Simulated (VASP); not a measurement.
# ZrC (Fm-3m) in VASP: density of states with PBE

Aim: the density of states of ZrC with PBE.

Everything below comes from runs of VASP 6.6.1. Logs are shortened: lines on timing, memory, paths and dates and some standing lists are left out, and cuts for length are marked.

**1. The cell of the first run**

Symmetry: Fm-3m, No. 225, cubic system. The conventional cell has a = 4.726 Å, b = 4.726 Å, c = 4.726 Å, α = 90.00°, β = 90.00°, γ = 90.00°. Within 3.1 Å of Zr (site symmetry m-3m) lie 6 C at 2.36 Å. C (site symmetry m-3m) has 6 Zr at 2.36 Å within 3.1 Å.

**2. Density of states, PBE**

File POSCAR:

```
ZrC
1.0
    0.0000000000      2.3631445000      2.3631445000
    2.3631445000      0.0000000000      2.3631445000
    2.3631445000      2.3631445000      0.0000000000
Zr C
1 1
Direct
    0.0000000000      0.0000000000      0.0000000000
    0.5000000000      0.5000000000      0.5000000000
```

File INCAR.step1:

```
PREC = Accurate
ENCUT = 520
EDIFF = 1E-6
ISMEAR = -1
SIGMA = 0.0324
LREAL = False
LASPH = True
NELM = 60
ALGO = Normal
ISIF = 2
LWAVE = False
LCHARG = True
LMAXMIX = 4
GGA = PE
NBANDS = 15
```

File KPOINTS.step1:

```
Automatic mesh
0
Gamma
  12 12 12
```

File INCAR.step2:

```
PREC = Accurate
ENCUT = 520
EDIFF = 1E-6
ISMEAR = -5
SIGMA = 0.0324
LREAL = False
LASPH = True
NELM = 60
ALGO = Normal
ISIF = 2
LWAVE = False
LCHARG = False
LMAXMIX = 4
GGA = PE
LORBIT = 11
NBANDS = 15
NEDOS = 2001
ICHARG = 11
```

File KPOINTS.step2:

```
Automatic mesh
0
Gamma
  18 18 18
```

Potentials or basis: VASP PAW PBE potentials, release 64 (Zr_sv, C).

The run is started by

```
$ cat potpaw_PBE.64/Zr_sv/POTCAR potpaw_PBE.64/C/POTCAR > POTCAR
$ cp INCAR.step1 INCAR
$ cp KPOINTS.step1 KPOINTS
$ mpirun -np 1 vasp_std > vasp.out
$ cp INCAR.step2 INCAR
$ cp KPOINTS.step2 KPOINTS
$ mpirun -np 1 vasp_std > vasp.out
```

OUTCAR:

```text
PREC = Accurate
   ENCUT = 520
   EDIFF = 1E-6
   ISMEAR = -5
   LREAL = False
   LASPH = True
   NELM = 60
   ISIF = 2
   GGA = PE
   LORBIT = 11
   ICHARG = 11

 ion  position               nearest neighbor table
   1  0.000  0.000  0.000-   2 2.36   2 2.36   2 2.36   2 2.36   2 2.36   2 2.36
   2  0.500  0.500  0.500-   1 2.36   1 2.36   1 2.36   1 2.36   1 2.36   1 2.36

  LATTYP: Found a face centered cubic cell.
 ALAT       =     4.7262890000

  Lattice vectors:

 A1 = (   0.0000000000,   2.3631445000,   2.3631445000)
 A2 = (   2.3631445000,   0.0000000000,   2.3631445000)
 A3 = (   2.3631445000,   2.3631445000,   0.0000000000)

Analysis of symmetry for initial positions (statically):
=====================================================================
 Subroutine PRICEL returns:
 Original cell was already a primitive cell.

 Routine SETGRP: Setting up the symmetry group for a
 face centered cubic supercell.

 Subroutine GETGRP returns: Found 48 space group operations
 (whereof 48 operations were pure point group operations)
 out of a pool of 48 trial point group operations.

The static configuration has the point symmetry O_h .

Analysis of symmetry for dynamics (positions and initial velocities):
=====================================================================
 Subroutine PRICEL returns:
 Original cell was already a primitive cell.

 Routine SETGRP: Setting up the symmetry group for a
 face centered cubic supercell.

 Subroutine GETGRP returns: Found 48 space group operations
 (whereof 48 operations were pure point group operations)
 out of a pool of 48 trial point group operations.

The dynamic configuration has the point symmetry O_h .

 Subroutine INISYM returns: Found 48 space group operations
 (whereof 48 operations are pure point group operations),
 and found     1 'primitive' translations

----------------------------------------------------------------------------------------

                                     Primitive cell

  volume of cell :      26.3937

  direct lattice vectors                    reciprocal lattice vectors
     0.000000000  2.363144500  2.363144500    -0.211582491  0.211582491  0.211582491
     2.363144500  0.000000000  2.363144500     0.211582491 -0.211582491  0.211582491
     2.363144500  2.363144500  0.000000000     0.211582491  0.211582491 -0.211582491

  length of vectors
     3.341991002  3.341991002  3.341991002     0.366471624  0.366471624  0.366471624

  position of ions in fractional coordinates (direct lattice)
     0.000000000  0.000000000  0.000000000
     0.500000000  0.500000000  0.500000000

  ion indices of the primitive-cell ions
   primitive index   ion index
                 1           1
                 2           2

----------------------------------------------------------------------------------------

 KPOINTS: Automatic mesh

Automatic generation of k-mesh.
 Grid dimensions read from file:
 generate k-points for:   18   18   18

 Generating k-lattice:

  Cartesian coordinates                     Fractional coordinates (reciprocal lattice)
    -0.011754583  0.011754583  0.011754583     0.055555556  0.000000000  0.000000000
     0.011754583 -0.011754583  0.011754583     0.000000000  0.055555556  0.000000000
     0.011754583  0.011754583 -0.011754583     0.000000000  0.000000000  0.055555556

  Length of vectors
     0.020359535  0.020359535  0.020359535

  Shift w.r.t. Gamma in fractional coordinates (k-lattice)
     0.000000000  0.000000000  0.000000000

 TETIRR: Found    806 inequivalent tetrahedra from    34992

 Subroutine IBZKPT returns following result:
 ===========================================

 Found    195 irreducible k-points:

 Following reciprocal coordinates:
            Coordinates               Weight
  0.000000  0.000000  0.000000      1.000000
  0.055556  0.000000  0.000000      8.000000
  0.111111  0.000000  0.000000      8.000000
  0.166667  0.000000  0.000000      8.000000
  0.222222  0.000000  0.000000      8.000000
  0.277778  0.000000  0.000000      8.000000
[... 16 lines left out ...]
 -0.277778  0.055556  0.000000     24.000000
 -0.222222  0.055556  0.000000     24.000000
 [... further k-points ...]
   k-points           NKPTS =    195   k-points in BZ     NKDIM =    195   number of bands    NBANDS=     15
   number of dos      NEDOS =   2001   number of ions     NIONS =      2
   total plane-waves  NPLWV =  21952
   dimension x,y,z NGX =    28 NGY =   28 NGZ =   28
   dimension x,y,z NGXF=    56 NGYF=   56 NGZF=   56
   ions per type =               1   1
   NGX,Y,Z   is equivalent  to a cutoff of  13.93, 13.93, 13.93 a.u.
   NGXF,Y,Z  is equivalent  to a cutoff of  27.86, 27.86, 27.86 a.u.
 SYSTEM =  unknown system
   PREC   = accura    normal or accurate (medium, high low for compatibility)
   ISTART =      0    job   : 0-new  1-cont  2-samecut
   ICHARG =     11    charge: 1-file 2-atom 10-const
   ISPIN  =      1    spin polarized calculation?
   LNONCOLLINEAR =      F non collinear calculations
   LSORBIT =      F    spin-orbit coupling
   LASPH  =      T    aspherical Exc in radial PAW
   ENCUT  =  520.0 eV  38.22 Ry    6.18 a.u.   6.21  6.21  6.21*2*pi/ulx,y,z
   NELM   =     60;   NELMIN=  2; NELMDL=  0     # of ELM steps
   EDIFF  = 0.1E-05   stopping-criterion for ELM
   LREAL  =      F    real-space projection
   EDIFFG = 0.1E-04   stopping-criterion for IOM
   NSW    =      0    number of steps for IOM
   IBRION =     -1    ionic relax: 0-MD 1-quasi-New 2-CG
   NFREE  =      0    steps in history (QN), initial steepest desc. (CG)
   ISIF   =      2    stress and relaxation
   ISYM   =      2    0-nonsym 1-usesym 2-fastsym
   POTIM  = 0.5000    time-step for ionic-motion
   TEBEG  =    0.0;   TEEND  =   0.0 temperature during run
   PSTRESS=    0.0 pullay stress
   NELECT =      16.0000    total number of electrons
   NUPDOWN=      -1.0000    fix difference up-down
   EMIN   =  10.00;   EMAX   =-10.00  energy-range for DOS
   EFERMI =   0.00;   METHOD = LEGACY
   ISMEAR =    -5;   SIGMA  =   0.03  broadening in eV -4-tet -1-fermi 0-gaus
   EFERMI_NEDOS =   21; number of points for ismear=-14 and -15
   IALGO  =     38    algorithm
   IMIX   =      4    mixing-type and parameters
     AMIX     =   0.40;   BMIX     =  1.00
     AMIX_MAG =   1.60;   BMIX_MAG =  1.00
  volume/ion in A,a.u.               =      13.20        89.06
  Fermi-wavevector in a.u.,A,eV,Ry     =   1.385526  2.618264 26.118847  1.919681
  Thomas-Fermi vector in A             =   2.509927
   LORBIT       =     11    0 simple, 1 ext, 2 COOP (PROOUT), +10 PAW based schemes
   GGA     = PE    functional components
   LHFCALC =     F    Hartree Fock is set to
   AEXX    =    0.0000 exact exchange contribution
   IVDW    =     0    specifies the selected vdW correction
   LEPSILON=     F    determine dielectric tensor
   LRPA    =     F    only Hartree local field effects (RPA)
 non-spin polarized calculation
 Fermi weights with tetrahedron method with Bloechl corrections
  energy-cutoff  :      520.00
  volume of cell :       26.39
 maximum number of plane-waves:       725
 NGX is ok and might be reduce to    28

 number of electron      16.0000000 magnetization

 Free energy of the ion-electron system (eV)
  ---------------------------------------------------
  ext. energy  EPLUGINS =         0.00000000
  ---------------------------------------------------
  free energy    TOTEN  =       -19.46002743 eV

  energy without entropy =      -19.46002743  energy(sigma->0) =      -19.46002743

 E-fermi :   9.4499     XC(G=0): -12.0522

 val. band max:        9.5142838888   @ k =   0.0556   0.0556   0.0000
 cond. band min:       9.4203186173   @ k =   0.4444   0.4444   0.0000
 fundamental gap:     -0.0939652715
 Fermi energy:         9.4499470802

 k-point     1 :       0.0000    0.0000    0.0000
  band No.  band energies     occupation
      1     -38.7473      2.00000
      2     -16.4679      2.00000
      3     -16.4679      2.00000
      4     -16.4679      2.00000
      5      -1.8222      2.00000
      6      10.3572      0.00000
      7      10.3572      0.00000
      8      10.3572      0.00000
      9      10.5111      0.00000
     10      10.5111      0.00000
     11      10.5111      0.00000
     12      12.1877      0.00000
     13      12.1877      0.00000
     14      16.5470      0.00000
     15      19.8575      0.00000

 k-point     2 :       0.0556    0.0000    0.0000
  band No.  band energies     occupation
      1     -38.7445      2.00000
      2     -16.4940      2.00000
      3     -16.4702      2.00000
      4     -16.4702      2.00000
      5      -1.7536      2.00000
      6       9.7202      0.46499
      7       9.9017     -0.26739
      8       9.9017     -0.18661
      9      10.6961      0.00000
     10      10.6961      0.00000
     11      10.9850      0.00000
     12      12.6010      0.00000
     13      12.6010      0.00000
     14      16.7031      0.00000
     15      20.0474      0.00000

 k-point     3 :       0.1111    0.0000    0.0000
  band No.  band energies     occupation
      1     -38.7364      2.00000
      2     -16.5683      2.00000
      3     -16.4768      2.00000
      4     -16.4768      2.00000
      5      -1.5531      2.00000
      6       8.8969      2.02175
      7       9.2236      2.00208
      8       9.2236      1.93930
      9      10.9299      0.00000
     10      10.9299      0.00000
     11      11.3760      0.00000
     12      13.4674      0.00000
     13      13.4674      0.00000
     14      17.1200      0.00000
     15      20.5795      0.00000
[... 343 lines left out ...]
 k-point    23 :      -0.2778    0.0556    0.0000
  band No.  band energies     occupation
      1     -38.6854      2.00000
      2     -16.9955      2.00000
      3     -16.5453      2.00000
      4     -16.5068      2.00000
      5      -0.1657      2.00000
      6       5.9938      2.00000
      7       7.1984      2.00000
      8       7.4641      2.00000
      9      12.1283      0.00000
     10      12.3013      0.00000
     11      13.0595      0.00000
     12      16.2789      0.00000
     13      17.5179      0.00000
     14      18.4307      0.00000
     15      22.8454      0.00000

 k-point    24 :      -0.2222    0.0556    0.0000
  band No.  band energies     occupation
      1     -38.7014      2.00000
      2     -16.8624      2.00000
      3     -16.5317      2.00000
      4     -16.4931      2.00000
      5      -0.6389      2.00000
      6       6.7744      2.00000
      7       7.6235      2.00000
      8       7.9296      2.00000
      9      11.6034      0.00000
     10      11.9345      0.00000
     11      12.5304      0.00000
     12      15.2586      0.00000
     13      16.5007      0.00000
     14      18.4023      0.00000
     15      22.3928      0.00000

 [... further k-points ...]
[... 5 lines left out ...]
  --------------------------------------------------------------------------------------
  -------------------------------------------------------------------------------------
  Total       -0.3591656     -0.3591656     -0.3591656      0.0000000      0.0000000     -0.0000000
  in kB      -21.8024104    -21.8024104    -21.8024104      0.0000000      0.0000000     -0.0000000
  external PRESSURE =     -21.8024104 kB  Pullay stress =       0.0000000 kB

 VOLUME and BASIS-vectors are now :
 -----------------------------------------------------------------------------
  energy-cutoff  :      520.00
  volume of cell :       26.39
      direct lattice vectors                 reciprocal lattice vectors
     0.000000000  2.363144500  2.363144500    -0.211582491  0.211582491  0.211582491
     2.363144500  0.000000000  2.363144500     0.211582491 -0.211582491  0.211582491
     2.363144500  2.363144500  0.000000000     0.211582491  0.211582491 -0.211582491

 POSITION                                       TOTAL-FORCE (eV/Angst)
 -----------------------------------------------------------------------------------
      0.00000      0.00000      0.00000         0.000000      0.000000     -0.000000
      2.36314      2.36314      2.36314         0.000000      0.000000      0.000000
 -----------------------------------------------------------------------------------
    total drift:                                0.000000      0.000000      0.000000

  FREE ENERGIE OF THE ION-ELECTRON SYSTEM (eV)
  ---------------------------------------------------
  free  energy   TOTEN  =       -19.4600274281 eV

  energy  without entropy=      -19.4600274281  energy(sigma->0) =      -19.46002743

 total charge

# of ion       s       p       d       tot
------------------------------------------
    1        2.172   6.038   1.606   9.816
    2        0.884   1.465   0.000   2.349
--------------------------------------------------
tot          3.056   7.504   1.606  12.165
```

Run time: 2 min. Hardware: 1 thread of Intel Xeon Platinum 8259CL at 2.50GHz (Skylake/Cascade Lake), shared host; peak memory 0.21 GiB.

What came out:

| Quantity | Value |
| --- | --- |
| Valence electrons inside the program's atomic spheres | Zr 9.82; C 2.35 |

Levels at points of the mesh, in eV from the Fermi level:
```
           k point  band 5  band 6  band 7  band 8  band 9  band 10  band 11  band 12
(0.00, 0.00, 0.00)  -11.27    0.91    0.91    0.91    1.06     1.06     1.06     2.74
(0.50, 0.00, 0.00)   -8.28   -5.26   -2.90   -2.90    4.39     4.39     5.20     6.43
(0.50, 0.50, 0.00)  -10.10   -2.11   -1.73    0.02    0.02     4.34     5.52     5.52
```

Caveat: tetrahedron occupations give inexact forces and stress in metals.
